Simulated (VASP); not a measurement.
SnO, 4 atoms in the cell. Symmetry: P4/nmm, No. 129, tetragonal system. The conventional cell has a = 3.938 Å, b = 3.938 Å, c = 4.465 Å, α = 90.00°, β = 90.00°, γ = 90.00°. Sn (site symmetry 4mm) has 4 O at 2.25 Å within 3.0 Å. O (site symmetry -4m2) has 4 Sn at 2.25 Å and 4 O at 2.78 Å within 3.0 Å. 

```yaml
Program: VASP 6.6.1
Task: single point
Functional: PBEsol
Potentials_or_basis: VASP PAW PBE potentials, release 64 (Sn_d, O)
Cutoff: 520 eV
k_mesh: 10 × 10 × 8
Occupations: gaussian, width 0.15 eV
Spin: no spin polarisation
Dipole_correction: no
Further_INCAR_settings: ALGO = Normal; EDIFF = 1e-06; NBANDS = 28
```

Potentials or basis: VASP PAW PBE potentials, release 64 (Sn_d, O).

The run is started by

```console
$ cat potpaw_PBE.64/Sn_d/POTCAR potpaw_PBE.64/O/POTCAR > POTCAR
$ mpirun -np 1 vasp_std > vasp.out
```

Hardware: 1 thread of Intel(R) Xeon(R) 6975P-C (Granite Rapids) (shared host).

Q: How long does it take, and how much memory?

A: Run time: 70 s on 1 thread of Intel(R) Xeon(R) 6975P-C (Granite Rapids), on a shared host, peak memory 0.29 GiB. Counts: scf iterations 14, k points 105.
